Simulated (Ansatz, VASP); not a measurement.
One calculation of ZnCd2Se2S, two programs

```
Zn Cd Se S
1.0
     5.19275    0.00000    0.00000
     0.00000    5.19275    0.00000
     0.00000    0.00000    5.59311
Zn Cd Se S
1 2 2 1
Direct
  0.00000 0.00000 0.50000
  0.00000 0.50000 0.00000
  0.50000 0.00000 0.00000
  0.50000 0.50000 0.26253
  0.50000 0.50000 0.73747
  0.00000 0.00000 0.00000
```

Change from the starting cell: species swapped into the PrSi2Mo2C type (P4/mmm, No. 123).

Alike in both runs: functional PBE; k mesh 4 × 4 × 4; occupations gaussian, width 0.1 eV; no spin polarisation.

Ansatz relaxed the structure, and its values are those at the end. VASP's run is a single point on that final structure, the one shown.

|  | VASP | Ansatz |
| --- | --- | --- |
| version | VASP 6.6.1 | Ansatz 0.2.0 |
| potentials or method | VASP PAW PBE potentials, release 64 (Zn, Cd, Se, S), cutoff 520 eV | scalar-relativistic, plane waves, PAW |
| valence electrons in the cell | 54 | 90 |

Ansatz gave:

| Property | Result |
| --- | --- |
| gap on the k mesh at the Fermi level (eV) | none |
| pressure (GPa) | 0.0 |
| rms of the force components (eV/Å) | 0.003 |

Q: Estimate VASP's values.

A: gap on the k mesh at the Fermi level (eV): none; pressure (GPa): 0.2; rms of the force components (eV/Å): 0.004.

A gap of «none» marks a metal or a gap that the smearing closes. VASP's potentials hold 54 valence electrons a cell and Ansatz's 90, so a difference there can come from the potentials and not from the codes.
